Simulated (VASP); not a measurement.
Runs of VASP 6.6.1 on C. The structure is that of space group P6/mmm (No. 191), or close to it. The cells are those of the table. 

```tsv
task	spin	cell	k mesh	cutoff (eV)	gap on the mesh (eV)	pressure (GPa)	relaxed volume (Å³/atom)
single point	off	a = 4.385, b = 4.385, c = 1.282 Å, angles 90.0, 90.0, 119.7°, 1 atom	14 × 14 × 42	520	none	-0.1	-
single point	off	a = 3.296, b = 1.286, c = 3.321 Å, angles 90.0, 119.3, 90.0°, 1 atom	8 × 12 × 8	520	none	-0.1	-
relaxation of cell and atoms	off	relaxed from a = 3.308, b = 3.308, c = 1.286 Å, angles 90.0, 90.0, 119.3°, 1 atom	20 × 20 × 42	600	none	0.0	17.50
single point	collinear, ferromagnetic start	a = 3.308, b = 3.308, c = 1.286 Å, angles 90.0, 90.0, 119.3°, 1 atom	6 × 6 × 12	520	none	0.0	-
relaxation of cell and atoms	off	relaxed from a = 4.385, b = 4.385, c = 1.282 Å, angles 90.0, 90.0, 119.7°, 1 atom	14 × 14 × 42	600	none	0.0	(a)
single point	off	a = 4.385, b = 4.385, c = 1.282 Å, angles 90.0, 90.0, 119.7°, 1 atom	20 × 20 × 42	520	none	-0.1	-
```

Alike in all rows: level PBE; potentials or basis VASP PAW PBE potentials, release 64 (C); smearing gaussian 0.1 eV.

**Question.** Estimate the missing entries.

**Answer.** (a) 20.05.

Caveats: some runs use coarse meshes; the volume moved by over 15 % at a fixed basis, so the end points are rough (some runs).

A gap of «none» marks levels without a gap at the run's occupations.
